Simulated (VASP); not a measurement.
# PbF2 (Fm-3m) in VASP: a series of runs, part 2 of 2

VASP 6.6.1. Earlier steps stand in the parts before.

**3. Single point, PBE**

This run uses another cell than the first one, of 17.35 Å³/atom.

INCAR

```
ALGO = Normal
EDIFF = 1E-6
ENCUT = 600
GGA = PE
GGA_COMPAT = False
ISIF = 2
ISMEAR = 0
LASPH = True
LCHARG = False
LREAL = False
LWAVE = False
NBANDS = 21
NELM = 120
PREC = Accurate
SIGMA = 0.028999999999999998
```

KPOINTS

```
k-points
0
Gamma
  8 8 8
```

POSCAR

```
PbF2
1.0
    0.0000000000      2.9636600000      2.9636600000
    2.9636600000      0.0000000000      2.9636600000
    2.9636600000      2.9636600000      0.0000000000
Pb F
1 2
Direct
    0.0000000000      0.0000000000      0.0000000000
    0.7500000000      0.7500000000      0.7500000000
    0.2500000000      0.2500000000      0.2500000000
```

Potentials or basis: VASP PAW PBE potentials, release 64 (Pb_d, F).

Command:

```bash
> cat potpaw_PBE.64/Pb_d/POTCAR potpaw_PBE.64/F/POTCAR > POTCAR
> mpirun -np 1 vasp_std > vasp.out
```

OUTCAR:

```text
EDIFF = 1E-6
   ENCUT = 600
   GGA = PE
   ISIF = 2
   ISMEAR = 0
   LASPH = True
   LREAL = False
   NELM = 120
   PREC = Accurate

 ion  position               nearest neighbor table
   1  0.000  0.000  0.000-   2 2.57   2 2.57   2 2.57   3 2.57   3 2.57   3 2.57   3 2.57   2 2.57

   2  0.750  0.750  0.750-   1 2.57   1 2.57   1 2.57   1 2.57
   3  0.250  0.250  0.250-   1 2.57   1 2.57   1 2.57   1 2.57

  LATTYP: Found a face centered cubic cell.
 ALAT       =     5.9273200000

  Lattice vectors:

 A1 = (   0.0000000000,   2.9636600000,   2.9636600000)
 A2 = (   2.9636600000,   0.0000000000,   2.9636600000)
 A3 = (   2.9636600000,   2.9636600000,   0.0000000000)

Analysis of symmetry for initial positions (statically):
=====================================================================
 Subroutine PRICEL returns:
 Original cell was already a primitive cell.

 Routine SETGRP: Setting up the symmetry group for a
 face centered cubic supercell.

 Subroutine GETGRP returns: Found 48 space group operations
 (whereof 48 operations were pure point group operations)
 out of a pool of 48 trial point group operations.

The static configuration has the point symmetry O_h .

Analysis of symmetry for dynamics (positions and initial velocities):
=====================================================================
 Subroutine PRICEL returns:
 Original cell was already a primitive cell.

 Routine SETGRP: Setting up the symmetry group for a
 face centered cubic supercell.

 Subroutine GETGRP returns: Found 48 space group operations
[... 115 lines left out ...]
   PSTRESS=    0.0 pullay stress
   NELECT =      28.0000    total number of electrons
   NUPDOWN=      -1.0000    fix difference up-down
   EMIN   =  10.00;   EMAX   =-10.00  energy-range for DOS
   EFERMI =   0.00;   METHOD = LEGACY
   ISMEAR =     0;   SIGMA  =   0.03  broadening in eV -4-tet -1-fermi 0-gaus
   EFERMI_NEDOS =   21; number of points for ismear=-14 and -15
   IALGO  =     38    algorithm
   IMIX   =      4    mixing-type and parameters
     AMIX     =   0.40;   BMIX     =  1.00
     AMIX_MAG =   1.60;   BMIX_MAG =  1.00
  volume/ion in A,a.u.               =      17.35       117.11
  Fermi-wavevector in a.u.,A,eV,Ry     =   1.331340  2.515869 24.115883  1.772467
  Thomas-Fermi vector in A             =   2.460359
   LORBIT       =      0    0 simple, 1 ext, 2 COOP (PROOUT), +10 PAW based schemes
   GGA     = PE    functional components
   LHFCALC =     F    Hartree Fock is set to
   AEXX    =    0.0000 exact exchange contribution
   IVDW    =     0    specifies the selected vdW correction
   LEPSILON=     F    determine dielectric tensor
   LRPA    =     F    only Hartree local field effects (RPA)
 non-spin polarized calculation
 Gauss-broadening in eV      SIGMA  =   0.03
  energy-cutoff  :      600.00
  volume of cell :       52.06
 maximum number of plane-waves:      1807
 NGX is ok and might be reduce to    36
   NGX = 17   NGY = 17   NGZ = 17

 number of electron      28.0000008 magnetization

 Free energy of the ion-electron system (eV)
  ---------------------------------------------------
  ext. energy  EPLUGINS =         0.00000000
  ---------------------------------------------------
  free energy    TOTEN  =       -14.33741144 eV

  energy without entropy =      -14.33741144  energy(sigma->0) =      -14.33741144

 E-fermi :   2.0909     XC(G=0):  -9.4061

 val. band max:        1.8876741405   @ k =  -0.2500   0.5000   0.2500
 cond. band min:       6.3047725570   @ k =   0.5000   0.5000   0.0000
 fundamental gap:      4.4170984165
 Fermi energy:         2.0908903636

 k-point     1 :       0.0000    0.0000    0.0000
  band No.  band energies     occupation
      1     -19.2100      2.00000
      2     -18.5908      2.00000
      3     -12.5487      2.00000
      4     -12.5487      2.00000
      5     -12.5487      2.00000
      6     -12.4922      2.00000
[... 565 lines left out ...]
     20      17.9781      0.00000
     21      18.4398      0.00000

 [... further k-points ...]

------------------------ aborting loop because EDIFF is reached ----------------------------------------

  FORCE on cell =-STRESS in cart. coord.  units (eV):
  Direction    XX          YY          ZZ          XY          YZ          ZX
  --------------------------------------------------------------------------------------
  -------------------------------------------------------------------------------------
  Total        0.7913342      0.7913342      0.7913342      0.0000000      0.0000000     -0.0000000
  in kB       24.3531645     24.3531645     24.3531645      0.0000000      0.0000000     -0.0000000
  external PRESSURE =      24.3531645 kB  Pullay stress =       0.0000000 kB

 VOLUME and BASIS-vectors are now :
 -----------------------------------------------------------------------------
  energy-cutoff  :      600.00
  volume of cell :       52.06
      direct lattice vectors                 reciprocal lattice vectors
     0.000000000  2.963660000  2.963660000    -0.168710311  0.168710311  0.168710311
     2.963660000  0.000000000  2.963660000     0.168710311 -0.168710311  0.168710311
     2.963660000  2.963660000  0.000000000     0.168710311  0.168710311 -0.168710311

 POSITION                                       TOTAL-FORCE (eV/Angst)
 -----------------------------------------------------------------------------------
      0.00000      0.00000      0.00000         0.000000      0.000000      0.000000
      4.44549      4.44549      4.44549        -0.000000     -0.000000     -0.000000
      1.48183      1.48183      1.48183         0.000000     -0.000000     -0.000000
 -----------------------------------------------------------------------------------
    total drift:                                0.000000      0.000000      0.000000

  FREE ENERGIE OF THE ION-ELECTRON SYSTEM (eV)
  ---------------------------------------------------
  free  energy   TOTEN  =       -14.3374114402 eV

  energy  without entropy=      -14.3374114402  energy(sigma->0) =      -14.33741144
```

OSZICAR:

```text
N       E                     dE             d eps       ncg     rms          rms(c)
DAV:   1     0.317456346001E+03    0.31746E+03   -0.15894E+04  1236   0.169E+03
DAV:   2     0.139751233003E+02   -0.30348E+03   -0.28446E+03  1303   0.451E+02
DAV:   3    -0.153825328155E+02   -0.29358E+02   -0.28993E+02  1456   0.147E+02
DAV:   4    -0.162416756796E+02   -0.85914E+00   -0.85855E+00  1386   0.260E+01
DAV:   5    -0.162695314159E+02   -0.27856E-01   -0.27854E-01  1597   0.492E+00    0.800E+00
DAV:   6    -0.143446195236E+02    0.19249E+01   -0.87259E+00  1622   0.233E+01    0.267E+00
DAV:   7    -0.143424701402E+02    0.21494E-02   -0.45364E-01  1273   0.410E+00    0.157E+00
DAV:   8    -0.143396375583E+02    0.28326E-02   -0.10347E-01  1278   0.357E+00    0.548E-01
DAV:   9    -0.143362529719E+02    0.33846E-02   -0.19584E-02  1631   0.106E+00    0.104E-01
DAV:  10    -0.143374166443E+02   -0.11637E-02   -0.15494E-03  1258   0.337E-01    0.335E-02
DAV:  11    -0.143374018072E+02    0.14837E-04   -0.12412E-04  1399   0.956E-02    0.954E-03
DAV:  12    -0.143374128458E+02   -0.11039E-04   -0.26841E-05  1309   0.411E-02    0.893E-03
DAV:  13    -0.143374114010E+02    0.14448E-05   -0.87941E-06  1575   0.279E-02    0.869E-04
DAV:  14    -0.143374114402E+02   -0.39176E-07   -0.45846E-07   859   0.536E-03
   1 F= -.14337411E+02 E0= -.14337411E+02  d E =-.905561E-25
```

stdout:

```text
POSCAR found type information on POSCAR PbF
 POSCAR found :  2 types and       3 ions
 scaLAPACK will be used
 LDA part: xc-table for (Slater+PW92), standard interpolation
 POSCAR, INCAR and KPOINTS ok, starting setup
 FFT: planning ... GRIDC
 FFT: planning ... GRID_SOFT
 FFT: planning ... GRID
 WAVECAR not read
 entering main loop
```

Run time: 72 s. Hardware: 1 thread of AMD EPYC 7R43 (Zen 3), shared host; peak memory 0.17 GiB.

Results:

| Item | Value |
| --- | --- |
| Free energy | -14.3374 eV |
| Pressure | 2.4 GPa |
| Band gap on the k mesh | 4.42 eV (least direct gap 4.56 eV) |

Levels at points of the mesh, in eV from the valence-band top:
| k point | band 10 | band 11 | band 12 | band 13 | band 14 | band 15 | band 16 | band 17 | band 18 | band 19 |
| --- | --- | --- | --- | --- | --- | --- | --- | --- | --- | --- |
| (0.00, 0.00, 0.00) | -2.48 | -2.48 | -1.98 | -1.98 | -1.98 | 6.78 | 6.78 | 6.78 | 10.64 | 15.15 |
| (0.50, 0.00, 0.00) | -2.68 | -2.68 | -2.15 | -2.15 | -0.03 | 5.03 | 7.67 | 7.67 | 13.22 | 13.75 |
| (0.50, 0.50, 0.00) | -3.55 | -1.56 | -1.56 | -1.56 | -0.15 | 4.42 | 7.90 | 7.90 | 8.96 | 14.20 |

Caveat: spin-orbit coupling is left out, which moves the levels of the heavy elements. A k mesh can miss the band edges.

**4. Single point, PBE**

This run uses another cell than the first one, of 17.35 Å³/atom.

INCAR

```
SYSTEM = PbF2
  PREC = Accurate
  ENCUT = 600
  EDIFF = 1E-6
  ISMEAR = 0
  SIGMA = 0.03
  LREAL = .FALSE.
  LASPH = .TRUE.
  NELM = 120
  ALGO = Normal
  ISIF = 2
  LWAVE = .FALSE.
  LCHARG = .TRUE.
  GGA = PE
  LELF = .TRUE.
  LVHAR = .TRUE.
  NBANDS = 21
  GGA_COMPAT = .FALSE.
```

KPOINTS

```
regular mesh
0
G
  8 8 8
  0 0 0
```

POSCAR is that of step 3.

Command:

```bash
> cat potpaw_PBE.64/Pb_d/POTCAR potpaw_PBE.64/F/POTCAR > POTCAR
> mpirun -np 1 vasp_std > vasp.out
```

Wall time 70 s (1 thread of AMD EPYC 7R43 (Zen 3), shared host); peak memory 0.18 GiB.

Results (log left out):

```yaml
Free_energy: -14.3374 eV
Pressure: 2.4 GPa
Band_gap_on_the_k_mesh: 4.42 eV (least direct gap 4.56 eV)
```

Levels at points of the mesh, in eV from the valence-band top:
```tsv
k point	band 12	band 13	band 14	band 15	band 16	band 17
(0.00, 0.00, 0.00)	-1.98	-1.98	-1.98	6.78	6.78	6.78
(0.50, 0.00, 0.00)	-2.15	-2.15	-0.03	5.03	7.67	7.67
(0.50, 0.50, 0.00)	-1.56	-1.56	-0.15	4.42	7.90	7.90
```

Caveat: spin-orbit coupling is left out, which moves the levels of the heavy elements. As with any semilocal functional, this PBE gap is likely too small.

**5. Overview**

```tsv
task	level	cell	cutoff (eV)	smearing	tolerance level	purpose	passes	dipole correction	gap on the mesh (eV)	pressure (GPa)
relaxation of cell and atoms	AM05	relaxed from a = 4.273 Å, angles 60.0°, 3 atoms	840	gaussian 0.03 eV	standard	cell	3	-	4.41	0.0
single point	PBE	a = 4.191 Å, angles 60.0°, 3 atoms	600	gaussian 0.029 eV	-	-	-	no	4.42	2.4
single point	PBE	a = 4.191 Å, angles 60.0°, 3 atoms	600	gaussian 0.03 eV	-	-	-	no	4.42	2.4
```

Alike in all rows: potentials or basis VASP PAW PBE potentials, release 64 (Pb_d, F); no spin polarisation; k mesh 8 × 8 × 8.

Caveats: spin-orbit coupling is left out, which moves the levels of the heavy elements; the PAW data sets were made with another functional, which shifts forces and pressure a little (at least some runs).

Absolute energies hang on the potentials; compare differences alone.
